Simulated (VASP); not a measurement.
Write the native input for VASP 6.6.1 that does the following.

```yaml
Task: single point
Functional: LDA
Potentials_or_basis: VASP PAW LDA potentials, release 64 (Mg, Zr_sv)
Cutoff: 520 eV
k_mesh: 6 × 6 × 6
Occupations: methfessel-paxton, width 0.2 eV
Spin: no spin polarisation
Dipole_correction: no
Further_INCAR_settings: ALGO = Normal; EDIFF = 1e-06; NBANDS = 17
```

The structure of Mg3Zr lies in POSCAR:

```
Mg3Zr
1.0
    4.9859230000      0.0000000000      0.0000000000
    2.4929615000      4.3179359793      0.0000000000
    2.4929615000      1.4393119931      4.0709890823
Mg Zr
3 1
Direct
    0.0000000000      0.0000000000      0.0000000000
    0.2500000000      0.2500000000      0.2500000000
    0.7500000000      0.7500000000      0.7500000000
    0.5000000000      0.5000000000      0.5000000000
```

One way to write it, as run:

INCAR

```
SYSTEM = Mg3Zr
PREC = Accurate
ENCUT = 520
EDIFF = 1E-6
ISMEAR = 1
SIGMA = 0.2
LREAL = .FALSE.
LASPH = .TRUE.
NELM = 80
ALGO = Normal
ISIF = 2
LWAVE = .FALSE.
LCHARG = .TRUE.
GGA = CA
LELF = .TRUE.
LVHAR = .TRUE.
NBANDS = 17
```

KPOINTS

```
Automatic mesh
0
G
  6 6 6
  0 0 0
```

Potentials or basis: VASP PAW LDA potentials, release 64 (Mg, Zr_sv).

Command:

```bash
$ cat potpaw_LDA.64/Mg/POTCAR potpaw_LDA.64/Zr_sv/POTCAR > POTCAR
$ mpirun -np 1 vasp_std > vasp.out
```

Results of the run:

| Item | Value |
| --- | --- |
| Pressure | -3.8 GPa |
| Band gap on the k mesh | zero (band 9 reaches 4.60 eV, above the bottom of band 10 at 3.87 eV) |

Run time: 24 s on 1 thread of Intel(R) Xeon(R) Platinum 8259CL CPU @ 2.50GHz (Skylake/Cascade Lake), on a shared host, peak memory 0.19 GiB.
